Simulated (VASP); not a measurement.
A run of VASP 6.6.1:

Contents of POSCAR:

```
SiNi
1.0
    0.0000000000      2.3024851496      2.3024851496
    2.3024851496      0.0000000000      2.3024851496
    2.3024851496      2.3024851496      0.0000000000
Ni Si
1 1
Direct
    0.0000000000      0.0000000000      0.0000000000
    0.5000000000      0.5000000000      0.5000000000
```

The input INCAR.step1:

```
ALGO = Normal ; EDIFF = 1E-4
ENCUT = 600 ; GGA = PE
ISMEAR = -1 ; LASPH = True
LCHARG = False ; LREAL = False
LWAVE = True ; NELM = 60
PREC = Accurate ; SIGMA = 0.05
```

Contents of INCAR.step2:

```
ALGO = Normal ; EDIFF = 1E-6
EDIFFG = -0.005 ; ENCUT = 600
IBRION = 2 ; ISIF = 3
ISMEAR = -1 ; ISTART = 1
LASPH = True ; LCHARG = False
LMIXTAU = True ; LREAL = False
LWAVE = False ; METAGGA = R2SCAN
NELM = 60 ; NSW = 60
PREC = Accurate ; SIGMA = 0.05
```

Contents of KPOINTS:

```
k-points
0
Gamma
  16 16 16
```

Potentials or basis: VASP PAW PBE potentials, release 64 (Ni, Si).

Run with:

```console
$ cat potpaw_PBE.64/Ni/POTCAR potpaw_PBE.64/Si/POTCAR > POTCAR
$ cp INCAR.step1 INCAR
$ mpirun -np 1 vasp_std > vasp.out
$ cp INCAR.step2 INCAR
$ mpirun -np 1 vasp_std > vasp.out
```

Hardware: 1 thread of Intel Xeon 8259CL, with other jobs on the host.

**Question.** Estimate the wall time of this run.

**Answer.** Wall time 20 min on 1 thread of Intel Xeon 8259CL, on a shared host, peak memory 0.22 GiB. Counts: k points 145, ion steps 4.
